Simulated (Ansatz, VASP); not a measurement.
Bi in VASP and in Ansatz

File INCAR:

```
ALGO = Normal
DIPOL = 0.5 0.5 0.324
EDIFF = 1E-6
ENCUT = 520
GGA = PE
IDIPOL = 3
ISIF = 2
ISMEAR = 1
LASPH = T
LCHARG = T
LDIPOL = T
LELF = T
LREAL = F
LVACPOTAV = T
LVHAR = T
LWAVE = F
NBANDS = 38
NELM = 60
PREC = Accurate
SIGMA = 0.001
```

File KPOINTS:

```
k-points
0
Gamma
  4 4 1
```

POSCAR

```
Bi
1.0
    5.1182504689      0.0000000000      0.0000000000
    0.0000000000      4.5196968759      0.0000000000
    0.0000000000      0.0000000000     29.3597916812
Bi
4
Direct
    0.0480844891      0.0000000000      0.3738669590
    0.4519155109      0.5000000000      0.3738669590
    0.5480844891      0.5000000000      0.2732765973
    0.9519155109      0.0000000000      0.2732765973
```

Input for Ansatz:

```yaml
crystal:
  lattice:
    - [5.1182504689, 0.0, 0.0]
    - [0.0, 4.5196968759, 0.0]
    - [0.0, 0.0, 29.3597916812]
  atoms:
    - { symbol: Bi, position: [0.0480844891, 0.0, 0.373866959] }
    - { symbol: Bi, position: [0.4519155109, 0.5, 0.373866959] }
    - { symbol: Bi, position: [0.5480844891, 0.5, 0.2732765973] }
    - { symbol: Bi, position: [0.9519155109, 0.0, 0.2732765973] }
  periodic: [true, true, false]
kpoints:
  mp_grid: { grid: [4, 4, 1] }
hamiltonian:
  xc: pbe
scf:
  occupations: { method: cold, width: 0.001 }
  n_extra_bands: 5
output:
  forces: true
  stress: true
  eigenvalues: true
```

Alike in both runs: task single point; functional PBE; k mesh 4 × 4 × 1; no spin polarisation.

|  | VASP | Ansatz |
| --- | --- | --- |
| version | VASP 6.6.1 | Ansatz 0.2.0 |
| potentials or method | VASP PAW PBE potentials, release 64 (Bi_d) | plane waves |
| plane-wave cutoff (eV) | 520 | 420 |
| occupations | methfessel-paxton of order 1, width 0.001 eV | cold, width 0.001 eV |
| valence electrons in the cell | 60 | 60 |

Ansatz gave:

```
gap on the k mesh at the Fermi level (eV) : 0.55
rms of the force components (eV/Å)        : 0.092
```

What did VASP give for the same quantities?

gap on the k mesh at the Fermi level (eV): 0.54; rms of the force components (eV/Å): 0.097.

Atom by atom the forces differ by 0.005 eV/Å (rms over components).

Neither program's run includes spin-orbit coupling.
